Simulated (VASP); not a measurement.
A run of VASP 6.6.1:

The input INCAR:

```
PREC = Accurate
ENCUT = 520
EDIFF = 1E-6
ISMEAR = 0
SIGMA = 0.1
LREAL = False
LASPH = True
NELM = 80
ALGO = Normal
ISIF = 2
LWAVE = False
LCHARG = True
GGA = PE
LELF = True
LVHAR = True
NBANDS = 39
```

The input KPOINTS:

```
regular mesh
0
Gamma
  3 3 6
```

The input POSCAR:

```
Sn3TeO2
1.0
    6.6161925484      0.0000000000      0.0000000000
   -3.3080962742      5.7297908232      0.0000000000
    0.0000000000      0.0000000000      3.3829954328
Sn Te O
3 1 2
Direct
    0.5000000000      0.5000000000      0.5000000000
    0.5000000000      0.0000000000      0.5000000000
    0.0000000000      0.5000000000      0.5000000000
    0.0000000000      0.0000000000      0.0000000000
    0.6666666667      0.3333333333      0.0000000000
    0.3333333333      0.6666666667      0.0000000000
```

Potentials or basis: VASP PAW PBE potentials, release 64 (Sn_d, Te, O).

Run with:

```console
$ cat potpaw_PBE.64/Sn_d/POTCAR potpaw_PBE.64/Te/POTCAR potpaw_PBE.64/O/POTCAR > POTCAR
$ mpirun -np 1 vasp_std > vasp.out
```

Hardware: 1 thread of Oxide Virtual Turin-like Processor, on a shared host.

Problem. Estimate the wall time of this run.

Solution. Run time: 74 s on 1 thread of Oxide Virtual Turin-like Processor, with other jobs on the host, peak memory 0.24 GiB. Counts: scf iterations 14, k points 12.
